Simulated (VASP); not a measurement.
# Ir (P6_3/mmc) in VASP: further runs

The runs below take Ir through single point, with PBE, LDA, revPBE.

All numbers are computed with VASP 6.6.1; they aren't measurements. Logs are shortened: lines on timing, memory, paths and dates and some standing lists are left out, and cuts for length are marked.

## Step 1: The cell of the first run

Symmetry: P6_3/mmc, No. 194, hexagonal system. The conventional cell has a = 2.751 Å, b = 2.751 Å, c = 4.462 Å, α = 90.00°, β = 90.00°, γ = 120.00°. Within 3.6 Å of Ir (site symmetry -6m2) lie 12 Ir at 2.74 to 2.75 Å.

## Step 2: Single point, PBE

Contents of INCAR:

```
SYSTEM = Ir
  PREC = Accurate
  ENCUT = 500
  EDIFF = 1E-6
  ISMEAR = 0
  SIGMA = 0.1
  LREAL = .False.
  LASPH = .True.
  NELM = 120
  ALGO = Normal
  ISIF = 2
  LWAVE = .False.
  LCHARG = .False.
  GGA = PE
  NBANDS = 16
  GGA_COMPAT = .False.
```

Contents of KPOINTS:

```
regular mesh
0
Gamma
  6 6 4
  0 0 0
```

Contents of POSCAR:

```
Ir
1.0
    2.7513778946      0.0000000000      0.0000000000
   -1.3756889473      2.3827631521      0.0000000000
    0.0000000000      0.0000000000      4.4622900000
Ir
2
Direct
    0.6666666667      0.3333333333      0.7500000000
    0.3333333333      0.6666666667      0.2500000000
```

Potentials or basis: VASP PAW PBE potentials, release 64 (Ir).

On the command line:

```bash
$ cat potpaw_PBE.64/Ir/POTCAR > POTCAR
$ mpirun -np 1 vasp_std > vasp.out
```

OUTCAR:

```text
SYSTEM = Ir
   PREC = Accurate
   ENCUT = 500
   EDIFF = 1E-6
   ISMEAR = 0
   LREAL = .False.
   LASPH = .True.
   NELM = 120
   ISIF = 2
   GGA = PE

 ion  position               nearest neighbor table
   1  0.667  0.333  0.750-   2 2.74   2 2.74   2 2.74   2 2.74   2 2.74   2 2.74
   2  0.333  0.667  0.250-   1 2.74   1 2.74   1 2.74   1 2.74   1 2.74   1 2.74

  LATTYP: Found a hexagonal cell.
 ALAT       =     2.7513778946
 C/A-ratio  =     1.6218382828

  Lattice vectors:

 A1 = (   2.7513778946,   0.0000000000,   0.0000000000)
 A2 = (  -1.3756889473,   2.3827631521,   0.0000000000)
 A3 = (   0.0000000000,   0.0000000000,   4.4622900000)

Analysis of symmetry for initial positions (statically):
=====================================================================
 Subroutine PRICEL returns:
 Original cell was already a primitive cell.

 Routine SETGRP: Setting up the symmetry group for a
 hexagonal supercell.

 Subroutine GETGRP returns: Found 24 space group operations
 (whereof 12 operations were pure point group operations)
 out of a pool of 24 trial point group operations.

The static configuration has the point symmetry D_3d.
 The point group associated with its full space group is D_6h.

Analysis of symmetry for dynamics (positions and initial velocities):
=====================================================================
 Subroutine PRICEL returns:
 Original cell was already a primitive cell.

 Routine SETGRP: Setting up the symmetry group for a
 hexagonal supercell.

 Subroutine GETGRP returns: Found 24 space group operations
 (whereof 12 operations were pure point group operations)
 out of a pool of 24 trial point group operations.

The dynamic configuration has the point symmetry D_3d.
 The point group associated with its full space group is D_6h.

 Subroutine INISYM returns: Found 24 space group operations
 (whereof 12 operations are pure point group operations),
 and found     1 'primitive' translations

----------------------------------------------------------------------------------------

                                     Primitive cell

  volume of cell :      29.2542

  direct lattice vectors                    reciprocal lattice vectors
     2.751377895  0.000000000  0.000000000     0.363454254  0.209840411  0.000000000
    -1.375688947  2.382763152  0.000000000     0.000000000  0.419680823  0.000000000
     0.000000000  0.000000000  4.462290000     0.000000000  0.000000000  0.224100182

  length of vectors
     2.751377895  2.751377895  4.462290000     0.419680823  0.419680823  0.224100182
[... 78 lines left out ...]
   LREAL  =      F    real-space projection
   EDIFFG = 0.1E-04   stopping-criterion for IOM
   NSW    =      0    number of steps for IOM
   IBRION =     -1    ionic relax: 0-MD 1-quasi-New 2-CG
   NFREE  =      0    steps in history (QN), initial steepest desc. (CG)
   ISIF   =      2    stress and relaxation
   ISYM   =      2    0-nonsym 1-usesym 2-fastsym
   POTIM  = 0.5000    time-step for ionic-motion
   TEBEG  =    0.0;   TEEND  =   0.0 temperature during run
   PSTRESS=    0.0 pullay stress
   NELECT =      18.0000    total number of electrons
   NUPDOWN=      -1.0000    fix difference up-down
   EMIN   =  10.00;   EMAX   =-10.00  energy-range for DOS
   EFERMI =   0.00;   METHOD = LEGACY
   ISMEAR =     0;   SIGMA  =   0.10  broadening in eV -4-tet -1-fermi 0-gaus
   EFERMI_NEDOS =   21; number of points for ismear=-14 and -15
   IALGO  =     38    algorithm
   IMIX   =      4    mixing-type and parameters
     AMIX     =   0.40;   BMIX     =  1.00
     AMIX_MAG =   1.60;   BMIX_MAG =  1.00
  volume/ion in A,a.u.               =      14.63        98.71
  Fermi-wavevector in a.u.,A,eV,Ry     =   1.392417  2.631287 26.379323  1.938826
  Thomas-Fermi vector in A             =   2.516162
   LORBIT       =      0    0 simple, 1 ext, 2 COOP (PROOUT), +10 PAW based schemes
   GGA     = PE    functional components
   LHFCALC =     F    Hartree Fock is set to
   AEXX    =    0.0000 exact exchange contribution
   IVDW    =     0    specifies the selected vdW correction
   LEPSILON=     F    determine dielectric tensor
   LRPA    =     F    only Hartree local field effects (RPA)
 non-spin polarized calculation
 Gauss-broadening in eV      SIGMA  =   0.10
  energy-cutoff  :      500.00
  volume of cell :       29.25
 maximum number of plane-waves:       756
 NGX is ok and might be reduce to    20
   NGX =  9   NGY =  9   NGZ = 17

 number of electron      18.0000000 magnetization

 Free energy of the ion-electron system (eV)
  ---------------------------------------------------
  ext. energy  EPLUGINS =         0.00000000
  ---------------------------------------------------
  free energy    TOTEN  =       -17.53363235 eV

  energy without entropy =      -17.52334774  energy(sigma->0) =      -17.52849004

 E-fermi :   9.7575     XC(G=0): -13.7911

 val. band max:        9.7334421912   @ k =   0.5000   0.0000   0.2500
 cond. band min:       9.8671294424   @ k =   0.1667   0.0000   0.5000
 fundamental gap:      0.1336872512
 Fermi energy:         9.7574887912

 k-point     1 :       0.0000    0.0000    0.0000
  band No.  band energies     occupation
      1      -0.9273      2.00000
      2       2.1186      2.00000
      3       6.1709      2.00000
      4       6.3148      2.00000
      5       6.3148      2.00000
      6       6.9401      2.00000
[... 376 lines left out ...]
      3       4.7368      2.00000
      4       4.7368      2.00000
      5       5.9937      2.00000
      6       5.9937      2.00000
[... 8 lines left out ...]
     15      19.5656      0.00000
     16      19.5656      0.00000

------------------------ aborting loop because EDIFF is reached ----------------------------------------

  FORCE on cell =-STRESS in cart. coord.  units (eV):
  Direction    XX          YY          ZZ          XY          YZ          ZX
  --------------------------------------------------------------------------------------
  -------------------------------------------------------------------------------------
  Total        0.1750738      0.1750738     -0.9564821      0.0000000     -0.0000000      0.0000000
  in kB        9.5883252      9.5883252    -52.3839853      0.0000000     -0.0000000      0.0000000
  external PRESSURE =     -11.0691116 kB  Pullay stress =       0.0000000 kB

 VOLUME and BASIS-vectors are now :
 -----------------------------------------------------------------------------
  energy-cutoff  :      500.00
  volume of cell :       29.25
      direct lattice vectors                 reciprocal lattice vectors
     2.751377895  0.000000000  0.000000000     0.363454254  0.209840411  0.000000000
    -1.375688947  2.382763152  0.000000000     0.000000000  0.419680823  0.000000000
     0.000000000  0.000000000  4.462290000     0.000000000  0.000000000  0.224100182

 POSITION                                       TOTAL-FORCE (eV/Angst)
 -----------------------------------------------------------------------------------
      1.37569      0.79425      3.34672         0.000000      0.000000      0.000000
     -0.00000      1.58851      1.11557        -0.000000     -0.000000      0.000000
 -----------------------------------------------------------------------------------
    total drift:                                0.000000     -0.000000     -0.000000

  FREE ENERGIE OF THE ION-ELECTRON SYSTEM (eV)
  ---------------------------------------------------
  free  energy   TOTEN  =       -17.5336323501 eV

  energy  without entropy=      -17.5233477392  energy(sigma->0) =      -17.52849004
```

OSZICAR:

```text
N       E                     dE             d eps       ncg     rms          rms(c)
DAV:   1     0.137024025934E+03    0.13702E+03   -0.83935E+03   672   0.110E+03
DAV:   2    -0.152006374550E+02   -0.15222E+03   -0.13603E+03   672   0.299E+02
DAV:   3    -0.186173214805E+02   -0.34167E+01   -0.33864E+01   944   0.527E+01
DAV:   4    -0.186541116116E+02   -0.36790E-01   -0.36778E-01   768   0.471E+00
DAV:   5    -0.186551303756E+02   -0.10188E-02   -0.10188E-02   928   0.810E-01    0.201E+01
DAV:   6    -0.177133757285E+02    0.94175E+00   -0.12149E+00   800   0.142E+01    0.820E+00
DAV:   7    -0.175454615693E+02    0.16791E+00   -0.37148E-01   872   0.741E+00    0.210E+00
DAV:   8    -0.175378461862E+02    0.76154E-02   -0.52453E-03   744   0.634E-01    0.114E+00
DAV:   9    -0.175336200930E+02    0.42261E-02   -0.45568E-03   856   0.840E-01    0.190E-02
DAV:  10    -0.175336274437E+02   -0.73507E-05   -0.29498E-05   968   0.459E-02    0.107E-02
DAV:  11    -0.175336321206E+02   -0.46768E-05   -0.19161E-06   808   0.116E-02    0.143E-03
DAV:  12    -0.175336323501E+02   -0.22952E-06   -0.99648E-08   488   0.321E-03
   1 F= -.17533632E+02 E0= -.17528490E+02  d E =-.102846E-01
```

stdout:

```text
POSCAR found type information on POSCAR Ir
 POSCAR found :  1 types and       2 ions
 scaLAPACK will be used
 LDA part: xc-table for (Slater+PW92), standard interpolation
 POSCAR, INCAR and KPOINTS ok, starting setup
 FFT: planning ... GRIDC
 FFT: planning ... GRID_SOFT
 FFT: planning ... GRID
 WAVECAR not read
 entering main loop
```

Wall time 11 s (1 thread of Intel Xeon Platinum 8488C (Sapphire Rapids), shared host); peak memory 0.14 GiB.

Results:

| Quantity | Value |
| --- | --- |
| Free energy | -17.5336 eV |
| Pressure | -1.1 GPa |
| Band gap on the k mesh | zero (band 9 reaches 10.88 eV, above the bottom of band 10 at 7.73 eV) |

Stress tensor (GPa, compression positive):
```
 0.96  0.00  0.00
 0.00  0.96  0.00
 0.00  0.00 -5.24
```

Levels at points of the mesh, in eV from the Fermi level:
```tsv
k point	band 6	band 7	band 8	band 9	band 10	band 11	band 12	band 13
(0.00, 0.00, 0.00)	-2.82	-2.82	-2.10	-2.10	-0.56	0.43	0.43	6.95
(0.50, 0.00, 0.00)	-3.13	-2.67	0.89	1.08	1.28	3.03	4.46	8.28
(0.00, 0.00, 0.50)	-3.57	-3.57	-3.57	-0.28	-0.28	-0.28	-0.28	13.77
(0.50, 0.00, 0.50)	-1.86	-0.73	-0.73	1.12	1.12	2.16	2.16	7.59
```

Caveat: the k points lie up to 0.44 Å⁻¹ apart; spin-orbit coupling is left out, which moves the levels of the heavy elements.

## Step 3: Single point, PBE

Contents of INCAR:

```
PREC = Accurate
ENCUT = 500
EDIFF = 1E-6
ISMEAR = -4
SIGMA = 0.1
LREAL = False
LASPH = True
NELM = 120
ALGO = Normal
ISIF = 2
LWAVE = False
LCHARG = False
GGA = PE
NBANDS = 16
GGA_COMPAT = False
```

Contents of KPOINTS:

```
Automatic mesh
0
Gamma
  6 6 4
```

POSCAR is that of step 2.

Potentials or basis: VASP PAW PBE potentials, release 64 (Ir).

On the command line:

```bash
$ cat potpaw_PBE.64/Ir/POTCAR > POTCAR
$ mpirun -np 1 vasp_std > vasp.out
```

It took 11 s on 1 thread of Intel Xeon Platinum 8488C (Sapphire Rapids), shared host; peak memory 0.14 GiB.

Results (log left out):

```yaml
Free_energy: -17.2935 eV
Pressure: 1.2 GPa
Band_gap_on_the_k_mesh: zero (band 9 reaches 10.89 eV, above the bottom of band 10 at 7.74 eV)
```

Stress tensor (GPa, compression positive):
```
 3.61  0.00  0.00
 0.00  3.61  0.00
 0.00  0.00 -3.77
```

Levels at points of the mesh, in eV from the Fermi level:
| k point | band 6 | band 7 | band 8 | band 9 | band 10 | band 11 | band 12 | band 13 |
| --- | --- | --- | --- | --- | --- | --- | --- | --- |
| (0.00, 0.00, 0.00) | -2.95 | -2.95 | -2.24 | -2.24 | -0.71 | 0.29 | 0.29 | 6.81 |
| (0.50, 0.00, 0.00) | -3.27 | -2.81 | 0.75 | 0.95 | 1.15 | 2.89 | 4.32 | 8.13 |
| (0.00, 0.00, 0.50) | -3.70 | -3.70 | -3.70 | -0.41 | -0.41 | -0.41 | -0.41 | 13.62 |
| (0.50, 0.00, 0.50) | -2.00 | -0.87 | -0.87 | 0.99 | 0.99 | 2.02 | 2.02 | 7.45 |

Caveat: the k points lie up to 0.44 Å⁻¹ apart; spin-orbit coupling is left out, which moves the levels of the heavy elements.

## Step 4: Single point, LDA

Contents of INCAR:

```
SYSTEM = Ir
ALGO = Normal
EDIFF = 1E-6
ENCUT = 500
GGA_COMPAT = .False.
ISIF = 2
ISMEAR = 0
LASPH = .True.
LCHARG = .False.
LREAL = .False.
LWAVE = .False.
NBANDS = 16
NELECT = 20.0
NELM = 120
PREC = Accurate
SIGMA = 0.1
```

Contents of KPOINTS:

```
k-points
0
Gamma
  6 6 4
  0 0 0
```

POSCAR is that of step 3.

Potentials or basis: VASP PAW LDA potentials, release 64 (Ir).

On the command line:

```bash
$ cat potpaw_LDA.64/Ir/POTCAR > POTCAR
$ mpirun -np 1 vasp_std > vasp.out
```

Wall time 6.1 s (1 thread of Intel Xeon Platinum 8488C (Sapphire Rapids), shared host); peak memory 0.13 GiB.

Results (log left out):

```
Free energy : 0.5057 eV
```

Levels at points of the mesh, in eV from the Fermi level:
| k point | band 8 | band 9 | band 10 | band 11 | band 12 | band 13 |
| --- | --- | --- | --- | --- | --- | --- |
| (0.00, 0.00, 0.00) | -3.05 | -3.05 | -2.47 | -0.36 | -0.36 | 5.86 |
| (0.50, 0.00, 0.00) | 0.08 | 0.41 | 0.51 | 2.08 | 3.28 | 6.66 |
| (0.00, 0.00, 0.50) | -4.74 | -1.10 | -1.10 | -1.10 | -1.10 | 11.70 |
| (0.50, 0.00, 0.50) | -2.22 | 0.33 | 0.33 | 1.02 | 1.02 | 6.35 |

Caveat: the k points lie up to 0.44 Å⁻¹ apart; the cell carries a net charge on a neutralising background, which shifts energy and pressure; the cell is charged against a uniform background, so pressure and absolute levels hang on convention; spin-orbit coupling is left out, which moves the levels of the heavy elements.

## Step 5: Single point, PBE

Contents of INCAR:

```
PREC     = Accurate       # precision mode
ENCUT    = 500            # plane-wave cutoff, eV
EDIFF    = 1E-6           # SCF threshold, eV
ISMEAR   = 0              # smearing method
SIGMA    = 0.1            # smearing width, eV
LREAL    = False          # projectors in reciprocal space
LASPH    = True           # aspherical terms in the spheres
NELM     = 120            # most SCF steps
ALGO     = Normal         # electronic algorithm
ISIF     = 2              # what is computed and relaxed
LWAVE    = False          # write WAVECAR
LCHARG   = False          # write CHGCAR
GGA      = PE             # functional
NBANDS   = 16             # bands
GGA_COMPAT= False
```

Contents of KPOINTS:

```
regular mesh
0
Gamma
  6 6 4
```

Contents of POSCAR:

```
Ir
1.0
    2.7513778946      0.0000000000      0.0000000000
   -1.3756889473      2.3827631521      0.0000000000
    0.0000000000      0.0000000000      4.4622900000
Ir
2
Direct
    1.0746666667      0.3793333333      1.1060000000
    0.7413333333      0.7126666667      0.6060000000
```

Potentials or basis: VASP PAW PBE potentials, release 64 (Ir).

On the command line:

```bash
$ cat potpaw_PBE.64/Ir/POTCAR > POTCAR
$ mpirun -np 1 vasp_std > vasp.out
```

Run time: 13 s. Hardware: 1 thread of Intel Xeon Platinum 8488C (Sapphire Rapids), shared host; peak memory 0.14 GiB.

Results (log left out):

| Property | Result |
| --- | --- |
| Free energy | -17.5336 eV |
| Pressure | -1.1 GPa |
| Band gap on the k mesh | zero (band 9 reaches 10.88 eV, above the bottom of band 10 at 7.73 eV) |

Stress tensor (GPa, compression positive):
```
 0.96  0.00  0.00
 0.00  0.96  0.00
 0.00  0.00 -5.24
```

Levels at points of the mesh, in eV from the Fermi level:
```
           k point  band 6  band 7  band 8  band 9  band 10  band 11  band 12  band 13
(0.00, 0.00, 0.00)   -2.82   -2.82   -2.10   -2.10    -0.56     0.43     0.43     6.95
(0.50, 0.00, 0.00)   -3.13   -2.67    0.89    1.08     1.28     3.03     4.46     8.28
(0.00, 0.00, 0.50)   -3.57   -3.57   -3.57   -0.28    -0.28    -0.28    -0.28    13.77
(0.50, 0.00, 0.50)   -1.86   -0.73   -0.73    1.12     1.12     2.16     2.16     7.59
```

Caveat: the k points lie up to 0.44 Å⁻¹ apart; spin-orbit coupling is left out, which moves the levels of the heavy elements.

(Part 1 of 2 ends here.)
